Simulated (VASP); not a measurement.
Cu2BrCl: single point with PBE

Crystal: Cu2BrCl.

```
Cu Br Cl
1.0
     1.85551    1.07128    6.04751
    -1.85551    1.07128    6.04751
     0.00000   -2.14256    6.04751
Cu Br Cl
2 1 1
Direct
  0.24840 0.24840 0.24840
  0.75160 0.75160 0.75160
  0.00000 0.00000 0.00000
  0.50000 0.50000 0.50000
```

```
Program                : VASP 6.6.1
Task                   : single point
Functional             : PBE
Potentials or basis    : VASP PAW PBE potentials, release 64 (Cu, Br, Cl)
Cutoff                 : 600 eV
k mesh                 : 4 × 4 × 4
Occupations            : gaussian, width 0.01 eV
Spin                   : no spin polarisation
Dipole correction      : no
Further INCAR settings : ALGO = Normal; EDIFF = 1e-06; NBANDS = 26
```

The pressure is 1.3 GPa. The largest force is 0.116 eV/Å and the band gap on the k mesh is 0.19 eV.

Forces in eV/Å, atoms in the order of the input:
```
Cu   0.000  0.000 -0.116
Cu   0.000  0.000  0.116
Br   0.000  0.000  0.000
Cl   0.000  0.000  0.000
```

Stress tensor (GPa, compression positive):
```
1.42 0.00 0.00
0.00 1.42 0.00
0.00 0.00 1.03
```

Levels at points of the mesh, in eV from the valence-band top:
```tsv
k point	band 14	band 15	band 16	band 17	band 18	band 19	band 20	band 21	band 22	band 23
(0.00, 0.00, 0.00)	-1.33	-1.33	-1.23	0.00	0.00	0.19	3.00	5.87	5.87	6.49
(0.50, 0.00, 0.00)	-1.22	-0.95	-0.85	-0.76	-0.74	2.26	2.72	5.42	6.09	7.05
(0.50, 0.50, 0.00)	-1.23	-1.22	-1.14	-0.04	-0.02	0.44	2.98	5.85	5.89	5.96
(0.50, 0.50, 0.50)	-1.45	-0.86	-0.86	-0.55	-0.55	2.49	2.51	6.36	6.97	7.40
```

Run time: 100 s on 1 thread of Intel(R) Xeon(R) Platinum 8375C CPU @ 2.90GHz (Ice Lake) (shared host), peak memory 0.39 GiB.

Caveat: the k points lie up to 0.50 Å⁻¹ apart; semilocal functionals underestimate gaps, and a narrow one can read as zero. A k mesh can miss the band edges.
